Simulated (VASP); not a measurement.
Input of a VASP 6.6.1 run:

The input INCAR:

```
PREC = Accurate ; ENCUT = 520
EDIFF = 1E-8 ; ISMEAR = -1
SIGMA = 0.03 ; LREAL = False
LASPH = True ; NELM = 100
ALGO = Normal ; ISIF = 2
LWAVE = False ; LCHARG = False
GGA = CA ; LEFG = True
NBANDS = 14
```

KPOINTS

```
regular mesh
0
Gamma
  10 10 10
```

POSCAR

```
HfN
1.0
    0.0000000000      2.3033053658      2.3033053658
    2.3033053658      0.0000000000      2.3033053658
    2.3033053658      2.3033053658      0.0000000000
Hf N
1 1
Direct
    0.0000000000      0.0000000000      0.0000000000
    0.5000000000      0.5000000000      0.5000000000
```

Potentials or basis: VASP PAW LDA potentials, release 64 (Hf_pv, N).

Run with:

```sh
$ cat potpaw_LDA.64/Hf_pv/POTCAR potpaw_LDA.64/N/POTCAR > POTCAR
$ mpirun -np 1 vasp_std > vasp.out
```

Problem. Estimate the pressure.

Solution. -23.9 GPa.

Caveat: without QUAD_EFG the Cq values of the log hold for a quadrupole moment of 1 mb, not for the nuclei.
